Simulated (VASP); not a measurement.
# NaF (Villiaumite): single point with r2SCAN

The system is NaF (Villiaumite).

```
CELL_PARAMETERS angstrom
2.34301 2.34301 0.00000
-2.34301 2.34301 0.00000
0.00000 2.34301 2.28035
ATOMIC_POSITIONS crystal
Na 0.00000 0.00000 0.00000
F 0.50000 0.50000 0.00000
```

This cell differs from its parent crystal: in-plane strain +0.02, then relaxed in part.

- Program: VASP 6.6.1
- Task: single point
- Functional: r2SCAN
- Potentials or basis: VASP PAW PBE potentials, release 64 (Na_pv, F)
- Cutoff: 520 eV
- k mesh: 8 × 8 × 8
- Occupations: gaussian, width 0.01 eV
- Spin: no spin polarisation
- Dipole correction: no
- Further INCAR settings: ALGO = Normal; EDIFF = 1e-06; NBANDS = 14

- Pressure: -2.2 GPa
- Band gap on the k mesh: 7.13 eV, direct

Stress tensor (GPa, compression positive):
```
-2.89  0.00  0.00
 0.00 -2.89  0.00
 0.00  0.00 -0.67
```

Levels at points of the mesh, in eV from the valence-band top:
```
           k point  band 3  band 4  band 5  band 6  band 7  band 8  band 9  band 10  band 11  band 12
(0.00, 0.00, 0.00)  -19.52  -19.51    0.00    0.00    0.00    7.13   19.68    19.68    19.87    22.37
(0.50, 0.00, 0.00)  -19.52  -18.99   -1.54   -0.27   -0.25   11.58   13.35    21.08    21.61    23.64
(0.50, 0.50, 0.00)  -19.56  -19.56   -1.27   -0.40   -0.37   13.88   13.99    14.75    20.99    21.27
(0.00, 0.00, 0.50)  -19.57  -19.57   -1.22   -0.43   -0.43   13.71   14.25    14.85    20.81    20.81
```

Wall time 43 s on 1 thread of AMD EPYC 9R45 96-Core Processor (Zen 5) (shared host), peak memory 0.12 GiB.

Caveat: the cell differs from its parent crystal (in-plane strain +0.02, then relaxed in part); the PAW data sets were made with another functional, which shifts forces and pressure a little.
